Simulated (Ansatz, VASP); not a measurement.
## One calculation of ScInS3, two programs

INCAR

```
PREC = Accurate
ENCUT = 600
EDIFF = 1E-6
ISMEAR = 0
SIGMA = 0.1
LREAL = F
LASPH = T
NELM = 60
ALGO = Normal
ISIF = 3
LWAVE = F
LCHARG = F
GGA = PE
IBRION = 2
NSW = 90
EDIFFG = -0.04
```

The input KPOINTS:

```
regular mesh
0
Gamma
  6 6 6
```

Contents of POSCAR:

```
ScInS3
1.0
    3.5157824500      2.0298379400      2.8943308300
   -3.5157824500      2.0298379400      2.8943308300
    0.0000000000     -4.0596758800      2.8943308300
Sc In S
1 1 3
Direct
    0.5000000000      0.5000000000      0.5000000000
    0.0000000000      0.0000000000      0.0000000000
    0.5000000000      0.0186002900      0.9813997100
    0.0186002900      0.9813997100      0.5000000000
    0.9813997100      0.5000000000      0.0186002900
```

Input for Ansatz:

```yaml
crystal:
  lattice:
    - [3.51578245, 2.02983794, 2.89433083]
    - [-3.51578245, 2.02983794, 2.89433083]
    - [0.0, -4.05967588, 2.89433083]
  atoms:
    - { symbol: Sc, position: [0.5, 0.5, 0.5] }
    - { symbol: In, position: [0.0, 0.0, 0.0] }
    - { symbol: S, position: [0.5, 0.01860029, 0.98139971] }
    - { symbol: S, position: [0.01860029, 0.98139971, 0.5] }
    - { symbol: S, position: [0.98139971, 0.5, 0.01860029] }
basis:
  ecutwfc: 420
kpoints:
  mp_grid: { grid: [6, 6, 6] }
hamiltonian:
  xc: pbe
scf:
  occupations: { method: gaussian, width: 0.1 }
  lower_state_search: "off"
output:
  forces: true
  stress: true
  eigenvalues: true
relax:
  adjacent_minimum: "off"
  f_tol: 0.04
  max_steps: 70
  cell: { stress_tol: 0.4 }
```

Change from the starting cell: species swapped into the CsPbCl3 type (R32, No. 155).

Alike in both runs: task relaxation of cell and atoms; functional PBE; k mesh 6 × 6 × 6; occupations gaussian, width 0.1 eV; no spin polarisation.

|  | VASP | Ansatz |
| --- | --- | --- |
| version | VASP 6.6.1 | Ansatz 0.2.0 |
| potentials or method | VASP PAW PBE potentials, release 64 (Sc_sv, In_d, S), cutoff 600 eV | scalar-relativistic, plane waves, PAW |
| valence electrons in the cell | 42 | 42 |

|  | VASP | Ansatz | Ansatz less VASP |
| --- | --- | --- | --- |
| gap on the k mesh at the Fermi level, each at its own relaxed structure (eV) | none | none | - |
| relaxed volume (Å³/atom) | 25.13 | 24.98 | -0.153 |
| relaxed length of the cell vector where the two differ most in proportion (Å) | 5.066 | 5.056 | -0.0102 |

A gap of «none» marks a metal or a gap that the smearing closes.
